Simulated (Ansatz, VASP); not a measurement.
# Two plane-wave programs on Pt

File INCAR:

```
PREC     = Accurate       # precision mode
ENCUT    = 520            # plane-wave cutoff, eV
EDIFF    = 1E-6           # SCF threshold, eV
ISMEAR   = 0              # smearing method
SIGMA    = 0.15           # smearing width, eV
LREAL    = False          # projectors in reciprocal space
LASPH    = True           # aspherical terms in the spheres
NELM     = 60             # most SCF steps
ALGO     = Fast           # electronic algorithm
ISIF     = 2              # what is computed and relaxed
LWAVE    = False          # write WAVECAR
LCHARG   = False          # write CHGCAR
NBANDS   = 11             # bands
```

KPOINTS

```
regular mesh
0
Gamma
  22 22 22
```

POSCAR

```
Pt
1.0
    0.0000000000      2.2139493597      1.6257030149
    2.2139493597      0.0000000000      1.6257030149
    2.2139493597      2.2139493597      0.0000000000
Pt
1
Direct
    0.0000000000      0.0000000000      0.0000000000
```

Input for Ansatz:

```yaml
crystal:
  lattice:
    - [0.0, 2.2139493597, 1.6257030149]
    - [2.2139493597, 0.0, 1.6257030149]
    - [2.2139493597, 2.2139493597, 0.0]
  atoms:
    - { symbol: Pt, position: [0.0, 0.0, 0.0] }
basis:
  ecutwfc: 420
kpoints:
  mp_grid: { grid: [22, 22, 22] }
hamiltonian:
  xc: lda
  pseudopotentials: { kind: paw, azcp: { folder: soft_1 } }
scf:
  occupations: { method: gaussian, width: 0.15 }
output:
  forces: true
  stress: true
  eigenvalues: true
  write_density: true
  write_potential: true
  elf: true
  volumetric_format: npy
```

Alike in both runs: task single point; functional LDA; k mesh 22 × 22 × 22; occupations gaussian, width 0.15 eV; no spin polarisation.

|  | VASP | Ansatz |
| --- | --- | --- |
| version | VASP 6.6.1 | Ansatz 0.2.0 |
| potentials or method | VASP PAW LDA potentials, release 64 (Pt), cutoff 520 eV | scalar-relativistic, plane waves, PAW |
| valence electrons in the cell | 10 | 18 |

VASP gave:

```
gap on the k mesh at the Fermi level (eV)                     : none
pressure (GPa)                                                : -15.8
traceless stress, the component that is largest in VASP (GPa) : 2.19
```

**Question.** Estimate Ansatz's values.

**Answer.** gap on the k mesh at the Fermi level (eV): none; pressure (GPa): -16.4; traceless stress, the component that is largest in VASP (GPa): 2.21.

Ansatz warns that its potentials were made for another functional, while VASP's fit it. LDA's correlation is that of Perdew and Zunger in VASP and of Perdew and Wang (1992) in Ansatz. A gap of «none» marks a metal or a gap that the smearing closes. VASP's potentials hold 10 valence electrons a cell and Ansatz's 18, so a difference there can come from the potentials and not from the codes.

Neither program's run includes spin-orbit coupling.
